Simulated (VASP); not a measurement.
Write the native input for VASP 6.6.1 that does the following.

| Quantity | Value |
| --- | --- |
| Task | single point |
| Functional | PBE |
| Potentials or basis | VASP PAW PBE potentials, release 64 (Al, Ga_d, P) |
| Cutoff | 520 eV |
| k mesh | 8 × 8 × 2 |
| Occupations | gaussian, width 0.02 eV |
| Spin | no spin polarisation |
| Dipole correction | no |
| Further INCAR settings | ALGO = Normal; EDIFF = 1e-06; NBANDS = 41 |

The structure of Al5GaP6 lies in POSCAR:

```
Al5GaP6
1.0
    3.8944831000      0.0000000000      0.0000000000
    0.0000000000      3.8944831000      0.0000000000
    0.0000000000      0.0000000000     16.5181986000
Al Ga P
5 1 6
Direct
    0.5000000000      0.5000000000      0.8333510000
    0.0000000000      0.0000000000      0.6666940000
    0.5000000000      0.5000000000      0.5000000000
    0.0000000000      0.0000000000      0.3333060000
    0.5000000000      0.5000000000      0.1666490000
    0.0000000000      0.0000000000      0.0000000000
    0.5000000000      0.0000000000      0.7500440000
    0.0000000000      0.5000000000      0.5833440000
    0.5000000000      0.0000000000      0.4166560000
    0.0000000000      0.5000000000      0.2499560000
    0.5000000000      0.0000000000      0.0836920000
    0.0000000000      0.5000000000      0.9163080000
```

The input as run:

INCAR

```
PREC = Accurate
ENCUT = 520
EDIFF = 1E-6
ISMEAR = 0
SIGMA = 0.02
LREAL = False
LASPH = True
NELM = 60
ALGO = Normal
ISIF = 2
LWAVE = False
LCHARG = True
GGA = PE
LELF = True
LVHAR = True
NBANDS = 41
```

KPOINTS

```
regular mesh
0
Gamma
  8 8 2
```

Potentials or basis: VASP PAW PBE potentials, release 64 (Al, Ga_d, P).

Command:

```sh
$ cat potpaw_PBE.64/Al/POTCAR potpaw_PBE.64/Ga_d/POTCAR potpaw_PBE.64/P/POTCAR > POTCAR
$ mpirun -np 1 vasp_std > vasp.out
```

Results of the run:

| Property | Result |
| --- | --- |
| Pressure | -0.1 GPa |
| Largest force | 0.005 eV/Å |
| Band gap on the k mesh | 1.62 eV, indirect (the least direct gap lies 2.4 meV higher) |

It took 2.7 min on 1 thread of Intel(R) Xeon(R) 6975P-C (Granite Rapids) (shared host), peak memory 0.46 GiB.
